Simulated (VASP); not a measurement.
Crystal: CuI.

```
I Cu
1.0
     0.00000    2.99053    2.99053
     2.99053    0.00000    2.99053
     2.99053    2.99053    0.00000
I Cu
1 1
Direct
  0.00000 0.00000 0.00000
  0.75000 0.75000 0.75000
```

Base run:

| Quantity | Value |
| --- | --- |
| Program | VASP 6.6.1 |
| Functional | RPBE |
| Potentials or basis | VASP PAW PBE potentials, release 64 (I, Cu) |
| Cutoff | 520 eV |
| k mesh | 8 × 8 × 8 |
| Occupations | fermi-dirac, width 0.05 eV |
| Spin | no spin polarisation |

Its results: band gap on the k mesh 1.39 eV; pressure 4.3 GPa.

Problem. The run is repeated on the same cell with these changes: functional from RPBE to PBE; dispersion from none to D3(BJ). What comes out?

Solution. Band gap on the k mesh 1.26 eV; pressure -0.2 GPa.

Several settings changed at once.

Caveats: spin-orbit coupling is left out, which moves the levels of the heavy elements; the cell stands under pressure (at least some runs); the PAW data sets were made with another functional, which shifts forces and pressure a little (at least some runs).

